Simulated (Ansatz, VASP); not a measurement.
# MgO: VASP beside Ansatz

POSCAR

```
MgO
1.0
    0.0000000000      2.1021674163      2.1021674163
    2.1021674163      0.0000000000      2.1021674163
    2.1021674163      2.1021674163      0.0000000000
Mg O
1 1
Direct
    0.0000000000      0.0000000000      0.0000000000
    0.5000000000      0.5000000000      0.5000000000
```

File INCAR.step1:

```
SYSTEM = MgO
PREC = Accurate
ENCUT = 520
ISMEAR = 0
SIGMA = 0.01
LREAL = .FALSE.
LASPH = .TRUE.
NELM = 60
NBANDS = 11
GGA = PE
ALGO = Normal
EDIFF = 1E-4
LWAVE = .TRUE.
LCHARG = .FALSE.
```

INCAR.step2

```
SYSTEM = MgO
PREC = Accurate
ENCUT = 520
EDIFF = 1E-6
ISMEAR = 0
SIGMA = 0.01
LREAL = .FALSE.
LASPH = .TRUE.
NELM = 60
ALGO = Normal
ISIF = 2
LWAVE = .FALSE.
LCHARG = .FALSE.
METAGGA = R2SCAN
LMIXTAU = .TRUE.
NBANDS = 11
ISTART = 1
```

KPOINTS

```
Automatic mesh
0
G
  10 10 10
  0 0 0
```

Input for Ansatz:

```yaml
crystal:
  lattice:
    - [0.0, 2.1021674163, 2.1021674163]
    - [2.1021674163, 0.0, 2.1021674163]
    - [2.1021674163, 2.1021674163, 0.0]
  atoms:
    - { symbol: Mg, position: [0.0, 0.0, 0.0] }
    - { symbol: O, position: [0.5, 0.5, 0.5] }
kpoints:
  mp_grid: { grid: [10, 10, 10] }
  band_path:
    path:
      - [0.0, 0.0, 0.0]
      - [0.5, 0.0, 0.5]
      - [0.625, 0.25, 0.625]
      - [0.375, 0.375, 0.75]
      - [0.5, 0.5, 0.5]
      - [0.5, 0.25, 0.75]
    npoints: 1
hamiltonian:
  xc: r2scan
scf:
  occupations: { method: fixed }
  n_extra_bands: 4
output:
  forces: true
  stress: true
  eigenvalues: true
```

Alike in both runs: task single point; functional r2SCAN; k mesh 10 × 10 × 10; no spin polarisation.

```csv
,VASP,Ansatz
version,VASP 6.6.1,Ansatz 0.2.0
potentials or method,"VASP PAW PBE potentials, release 64 (Mg, O)","plane waves, PAW"
plane-wave cutoff (eV),520,500
occupations,"gaussian, width 0.01 eV",fixed
valence electrons in the cell,8,16
```

Ansatz gave:

```
gap on the k mesh at the Fermi level (eV) : 5.68
pressure (GPa)                            : 0.0
```

Which values does VASP return?

gap on the k mesh at the Fermi level (eV): 5.66; pressure (GPa): -1.1.

VASP's potentials were made for PBE, not for r2SCAN. VASP's potentials hold 8 valence electrons a cell and Ansatz's 16, so a difference there can come from the potentials and not from the codes.
